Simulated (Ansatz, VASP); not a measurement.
# Two plane-wave programs on B6Ir

```
CELL_PARAMETERS angstrom
4.12295 0.00000 0.00000
-2.06148 3.57058 0.00000
0.00000 0.00000 3.87372
ATOMIC_POSITIONS crystal
B 0.23314 0.76686 0.50000
B 0.23314 0.46627 0.50000
B 0.53373 0.76686 0.50000
B 0.76686 0.23314 0.50000
B 0.76686 0.53373 0.50000
B 0.46627 0.23314 0.50000
Ir 0.00000 0.00000 0.00000
```

Alike in both runs: task single point; functional PBE; k mesh 6 × 6 × 4; occupations gaussian, width 0.1 eV; no spin polarisation.

```csv
,VASP,Ansatz
version,VASP 6.6.1,Ansatz 0.2.0
potentials or method,"VASP PAW PBE potentials, release 64 (B, Ir), cutoff 520 eV","scalar-relativistic, plane waves, PAW"
valence electrons in the cell,27,35
```

Ansatz gave:

| Item | Value |
| --- | --- |
| gap on the k mesh at the Fermi level (eV) | none |
| rms of the force components (eV/Å) | 15.701 |

What did VASP give for the same quantities?

gap on the k mesh at the Fermi level (eV): none; rms of the force components (eV/Å): 15.962.

Atom by atom the forces differ by 0.261 eV/Å (rms over components). A gap of «none» marks a metal or a gap that the smearing closes. The functional is the same, so the differences come from potentials, cutoffs and numerics. VASP's potentials hold 27 valence electrons a cell and Ansatz's 35, so a difference there can come from the potentials and not from the codes.

The k mesh is coarse, so the values compare programs but aren't converged. Spin-orbit coupling is off throughout.
